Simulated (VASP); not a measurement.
# BiTe (R-3m) in VASP: notebook, part 2 of 2

VASP 6.6.1.

## 3. Single point, PBE (32.66 Å³/atom)

This run uses another cell than the first one, of 32.66 Å³/atom.

INCAR reads:

```
PREC     = Accurate       # precision mode
ENCUT    = 520            # plane-wave cutoff, eV
EDIFF    = 1E-6           # SCF threshold, eV
ISMEAR   = 0              # smearing method
SIGMA    = 0.1            # smearing width, eV
LREAL    = False          # projectors in reciprocal space
LASPH    = True           # aspherical terms in the spheres
NELM     = 80             # most SCF steps
ALGO     = Normal         # electronic algorithm
ISIF     = 2              # what is computed and relaxed
LWAVE    = False          # write WAVECAR
LCHARG   = False          # write CHGCAR
GGA      = PE             # functional
NBANDS   = 18             # bands
```

KPOINTS reads:

```
Automatic mesh
0
Gamma
  12 12 12
```

POSCAR reads:

```
BiTe
1.0
    2.4155799060      1.3946357090      3.2318378344
   -2.4155799060      1.3946357090      3.2318378344
    0.0000000000     -2.7892714180      3.2318378344
Bi Te
1 1
Direct
    0.5000000000      0.5000000000      0.5000000000
    0.0000000000      0.0000000000      0.0000000000
```

Potentials or basis: VASP PAW PBE potentials, release 64 (Bi_d, Te).

Launch:

```
$ cat potpaw_PBE.64/Bi_d/POTCAR potpaw_PBE.64/Te/POTCAR > POTCAR
$ mpirun -np 1 vasp_std > vasp.out
```

Run time: 1.9 min. Hardware: 1 thread of Intel Xeon Platinum 8259CL at 2.50GHz (Skylake/Cascade Lake), shared host; peak memory 0.34 GiB.

Results (log left out):

* Free energy: -7.1765 eV
* Pressure: 1.3 GPa
* Band gap on the k mesh: zero (an odd number of electrons rules out a gap without spin polarisation)

Levels at points of the mesh, in eV from the Fermi level:
| k point | band 8 | band 9 | band 10 | band 11 | band 12 | band 13 |
| --- | --- | --- | --- | --- | --- | --- |
| (0.00, 0.00, 0.00) | -3.03 | -3.03 | -1.57 | 1.93 | 2.66 | 2.66 |
| (0.50, 0.00, 0.00) | -1.89 | -1.86 | -1.00 | -0.93 | -0.62 | 0.47 |
| (0.50, 0.50, 0.00) | -5.79 | -4.69 | -3.30 | 2.37 | 3.09 | 3.69 |
| (0.50, 0.50, 0.50) | -2.48 | -2.48 | -2.35 | -1.70 | -1.40 | -1.40 |

Caveat: spin-orbit coupling is left out, which moves the levels of the heavy elements; an odd number of electrons without spin polarisation forces a metal; a magnetic or distorted state may lie lower.

## 4. Single point, PBE (34.68 Å³/atom)

This run uses another cell than the first one, of 34.68 Å³/atom.

INCAR reads:

```
ALGO = Normal
EDIFF = 1E-6
ENCUT = 520
GGA = PE
ISIF = 2
ISMEAR = 0
LASPH = T
LCHARG = T
LELF = T
LREAL = F
LVHAR = T
LWAVE = F
NBANDS = 18
NELM = 60
PREC = Accurate
SIGMA = 0.1
```

KPOINTS reads:

```
k-points
0
Gamma
  12 12 12
```

POSCAR reads:

```
BiTe
1.0
    2.4318517794      1.4040302795      3.3859743606
   -2.4318517794      1.4040302795      3.3859743606
    0.0000000000     -2.8080605590      3.3859743606
Bi Te
1 1
Direct
    0.5000000000      0.5000000000      0.5000000000
    0.0000000000      0.0000000000      0.0000000000
```

Potentials or basis: VASP PAW PBE potentials, release 64 (Bi_d, Te).

Launch:

```
$ cat potpaw_PBE.64/Bi_d/POTCAR potpaw_PBE.64/Te/POTCAR > POTCAR
$ mpirun -np 1 vasp_std > vasp.out
```

OUTCAR:

```text
EDIFF = 1E-6
   ENCUT = 520
   GGA = PE
   ISIF = 2
   ISMEAR = 0
   LASPH = T
   LREAL = F
   NELM = 60
   PREC = Accurate

 ion  position               nearest neighbor table
   1  0.500  0.500  0.500-   2 3.28   2 3.28   2 3.28   2 3.28   2 3.28   2 3.28
   2  0.000  0.000  0.000-   1 3.28   1 3.28   1 3.28   1 3.28   1 3.28   1 3.28

  LATTYP: Found a trigonal (rhomboedric) cell.
 ALAT       =     4.3988664987
 COS(alpha) =     0.3887447043

  Lattice vectors:

[... 689 lines left out ...]

 [... further k-points ...]

------------------------ aborting loop because EDIFF is reached ----------------------------------------

  FORCE on cell =-STRESS in cart. coord.  units (eV):
  Direction    XX          YY          ZZ          XY          YZ          ZX
  --------------------------------------------------------------------------------------
  -------------------------------------------------------------------------------------
  Total       -0.5353892     -0.5353892     -0.5211800      0.0000000     -0.0000000      0.0000000
  in kB      -12.3660690    -12.3660690    -12.0378740      0.0000000     -0.0000000      0.0000000
  external PRESSURE =     -12.2566706 kB  Pullay stress =       0.0000000 kB

 VOLUME and BASIS-vectors are now :
 -----------------------------------------------------------------------------
  energy-cutoff  :      520.00
  volume of cell :       69.37
      direct lattice vectors                 reciprocal lattice vectors
     2.431851779  1.404030279  3.385974361     0.205604636  0.118705892  0.098445321
    -2.431851779  1.404030279  3.385974361    -0.205604636  0.118705892  0.098445321
     0.000000000 -2.808060559  3.385974361     0.000000000 -0.237411784  0.098445321

 POSITION                                       TOTAL-FORCE (eV/Angst)
 -----------------------------------------------------------------------------------
      0.00000      0.00000      5.07896         0.000000     -0.000000     -0.000000
      0.00000      0.00000      0.00000        -0.000000      0.000000      0.000000
 -----------------------------------------------------------------------------------
    total drift:                               -0.000000     -0.000000      0.000000

  FREE ENERGIE OF THE ION-ELECTRON SYSTEM (eV)
  ---------------------------------------------------
  free  energy   TOTEN  =        -7.1772150689 eV

  energy  without entropy=       -7.1694004699  energy(sigma->0) =       -7.17330777
```

OSZICAR:

```text
N       E                     dE             d eps       ncg     rms          rms(c)
DAV:   1     0.158238324624E+03    0.15824E+03   -0.99091E+03  6812   0.111E+03
DAV:   2     0.493602400367E+01   -0.15330E+03   -0.14936E+03  7314   0.304E+02
DAV:   3    -0.687445704813E+01   -0.11810E+02   -0.11706E+02  8236   0.882E+01
DAV:   4    -0.720791402114E+01   -0.33346E+00   -0.33312E+00  8640   0.159E+01
DAV:   5    -0.722009797043E+01   -0.12184E-01   -0.12183E-01  9124   0.281E+00    0.561E+00
DAV:   6    -0.717295410012E+01    0.47144E-01   -0.16045E-01  9732   0.230E+00    0.347E+00
DAV:   7    -0.717688737399E+01   -0.39333E-02   -0.32874E-02  7870   0.888E-01    0.798E-01
DAV:   8    -0.717707284421E+01   -0.18547E-03   -0.42989E-03  8100   0.442E-01    0.144E-01
DAV:   9    -0.717721303987E+01   -0.14020E-03   -0.50607E-04  8102   0.138E-01    0.553E-02
DAV:  10    -0.717721446072E+01   -0.14208E-05   -0.26313E-05  8912   0.302E-02    0.352E-02
DAV:  11    -0.717721580722E+01   -0.13465E-05   -0.23919E-05  7952   0.376E-02    0.504E-03
DAV:  12    -0.717721506894E+01    0.73828E-06   -0.46108E-06  7664   0.175E-02
   1 F= -.71772151E+01 E0= -.71733078E+01  d E =-.781460E-02
```

stdout:

```text
POSCAR found type information on POSCAR BiTe
 POSCAR found :  2 types and       2 ions
 scaLAPACK will be used
 LDA part: xc-table for (Slater+PW92), standard interpolation
 POSCAR, INCAR and KPOINTS ok, starting setup
 FFT: planning ... GRIDC
 FFT: planning ... GRID_SOFT
 FFT: planning ... GRID
 WAVECAR not read
 entering main loop
```

Run time: 2.5 min. Hardware: 1 thread of Intel Xeon Platinum 8259CL at 2.50GHz (Skylake/Cascade Lake), shared host; peak memory 0.38 GiB.

What came out:

```yaml
Free_energy: -7.1772 eV
Pressure: -1.2 GPa
Band_gap_on_the_k_mesh: zero (an odd number of electrons rules out a gap without spin polarisation)
```

Levels at points of the mesh, in eV from the Fermi level:
```csv
k point,band 7,band 8,band 9,band 10,band 11,band 12,band 13,band 14
"(0.00, 0.00, 0.00)",-8.36,-2.82,-2.82,-1.65,1.82,2.38,2.38,4.16
"(0.50, 0.00, 0.00)",-11.27,-1.84,-1.80,-1.12,-0.93,-0.59,0.20,6.75
"(0.50, 0.50, 0.00)",-9.98,-5.44,-4.32,-3.29,2.46,3.01,3.47,4.44
"(0.50, 0.50, 0.50)",-10.92,-2.26,-2.26,-2.16,-1.46,-1.16,-1.16,7.81
```

Caveat: spin-orbit coupling is left out, which moves the levels of the heavy elements; an odd number of electrons without spin polarisation forces a metal; a magnetic or distorted state may lie lower.

## 5. Relaxation of shape and atoms at fixed volume, PBE (31.65 Å³/atom)

INCAR reads:

```
SYSTEM = BiTe
PREC = Accurate
ENCUT = 600
EDIFF = 1E-6
ISMEAR = 0
SIGMA = 0.1
LREAL = .FALSE.
LASPH = .TRUE.
NELM = 100
ALGO = Normal
ISIF = 4
LWAVE = .FALSE.
LCHARG = .FALSE.
GGA = PE
IBRION = 2
NSW = 50
EDIFFG = -0.01
```

KPOINTS reads:

```
regular mesh
0
G
  12 12 12
  0 0 0
```

POSCAR reads:

```
BiTe
1.0
    2.3904157854      1.3801071972      3.1981704086
   -2.3904157854      1.3801071972      3.1981704086
    0.0000000000     -2.7602143943      3.1981704086
Bi Te
1 1
Direct
    0.5000000000      0.5000000000      0.5000000000
    0.0000000000      0.0000000000      0.0000000000
```

Launch:

```
$ cat potpaw_PBE.64/Bi_d/POTCAR potpaw_PBE.64/Te/POTCAR > POTCAR
$ mpirun -np 1 vasp_std > vasp.out
```

Wall time 3.9 min (1 thread of Intel Xeon Platinum 8259CL at 2.50GHz (Skylake/Cascade Lake), shared host); peak memory 0.38 GiB.

Results (log left out):

```yaml
Free_energy: -7.1501 eV
Energy_gained_by_relaxing: 0.9 meV/atom
Ionic_steps: 3
Pressure_after_relaxing: 2.9 GPa
Band_gap_on_the_k_mesh: zero (an odd number of electrons rules out a gap without spin polarisation)
```

Step by step:
```csv
step,energy change (eV),largest force (eV/Å),pressure (GPa),volume (Å³)
1,0.0000,0.0000,3.17,63.31
2,-0.0007,0.0000,3.10,63.31
3,-0.0018,0.0000,2.89,63.31
```

Final structure:
```xyz
2
Lattice="2.4077 1.3901 3.1524 -2.4077 1.3901 3.1524 0.0000 -2.7802 3.1524" Properties=species:S:1:pos:R:3 pbc="T T T"
Bi    0.0000    0.0000    4.7287
Te    0.0000    0.0000    0.0000
```

Levels at points of the mesh, in eV from the Fermi level:
| k point | band 8 | band 9 | band 10 | band 11 | band 12 | band 13 |
| --- | --- | --- | --- | --- | --- | --- |
| (0.00, 0.00, 0.00) | -3.14 | -3.14 | -1.52 | 2.01 | 2.83 | 2.83 |
| (0.50, 0.00, 0.00) | -1.90 | -1.89 | -1.03 | -0.80 | -0.63 | 0.63 |
| (0.50, 0.50, 0.00) | -5.97 | -4.89 | -3.28 | 2.34 | 3.12 | 3.80 |
| (0.50, 0.50, 0.50) | -2.60 | -2.60 | -2.46 | -1.83 | -1.54 | -1.54 |

Caveat: spin-orbit coupling is left out, which moves the levels of the heavy elements; an odd number of electrons without spin polarisation forces a metal; a magnetic or distorted state may lie lower.

## 6. The runs side by side

| task | cell | cutoff (eV) | gap on the mesh (eV) | pressure (GPa) |
| --- | --- | --- | --- | --- |
| single point | a = 4.200 Å, angles 70.0°, 2 atoms | 520 | none | 2.8 |
| single point | a = 4.269 Å, angles 68.9°, 2 atoms | 520 | none | 1.3 |
| single point | a = 4.399 Å, angles 67.1°, 2 atoms | 520 | none | -1.2 |
| relaxation of shape and atoms at fixed volume | relaxed from a = 4.225 Å, angles 68.9°, 2 atoms | 600 | none | 2.9 |

Alike in all rows: level PBE; potentials or basis VASP PAW PBE potentials, release 64 (Bi_d, Te); no spin polarisation; k mesh 12 × 12 × 12; smearing gaussian 0.1 eV.

Caveats: spin-orbit coupling is left out, which moves the levels of the heavy elements; an odd number of electrons without spin polarisation forces a metal; a magnetic or distorted state may lie lower.

Absolute energies hang on the potentials; compare differences alone.
